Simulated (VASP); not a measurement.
Set up this calculation in VASP 6.6.1, as the native input.

```
Task                   : single point
Functional             : PBEsol
Potentials or basis    : VASP PAW PBE potentials, release 64 (W_sv, Se)
Cutoff                 : 520 eV
k mesh                 : 12 × 12 × 2
Occupations            : gaussian, width 0.05 eV
Spin                   : no spin polarisation
Dipole correction      : no
Further INCAR settings : ALGO = Normal; EDIFF = 1e-06; NBANDS = 20
```

The structure of WSe2 lies in POSCAR:

```
WSe2
1.0
    3.1721450981      0.0000000000      0.0000000000
   -1.5860725490      2.7471582394      0.0000000000
    0.0000000000      0.0000000000     16.9111353302
W Se
1 2
Direct
    0.0000000000      0.0000000000      0.0000000000
    0.3333333333      0.6666666667      0.1003992715
    0.3333333333      0.6666666667      0.8996007285
```

This cell differs from its parent crystal: strain -0.030 along x and y, +0.015 along z.

These files were run (other wordings do the same):

INCAR

```
ALGO = Normal ; EDIFF = 1E-6
ENCUT = 520 ; GGA = PS
ISIF = 2 ; ISMEAR = 0
LASPH = True ; LCHARG = False
LREAL = False ; LWAVE = False
NBANDS = 20 ; NELM = 60
PREC = Accurate ; SIGMA = 0.05
```

KPOINTS

```
k-points
0
Gamma
  12 12 2
```

Potentials or basis: VASP PAW PBE potentials, release 64 (W_sv, Se).

Run with:

```sh
$ cat potpaw_PBE.64/W_sv/POTCAR potpaw_PBE.64/Se/POTCAR > POTCAR
$ mpirun -np 1 vasp_std > vasp.out
```

Results of the run:

```json
{
  "Largest force": "0.321 eV/Å",
  "Band gap on the k mesh": "1.56 eV (least direct gap 2.11 eV)"
}
```

Caveat: the cell differs from its parent crystal (strain -0.030 along x and y, +0.015 along z); there is no dipole correction, which matters where the two faces differ; the PAW data sets were made with another functional, which shifts forces and pressure a little; spin-orbit coupling is left out, which moves the levels of the heavy elements.

It took 3.5 min on 1 thread of AMD EPYC 7R13, with other jobs on the host, peak memory 0.27 GiB.
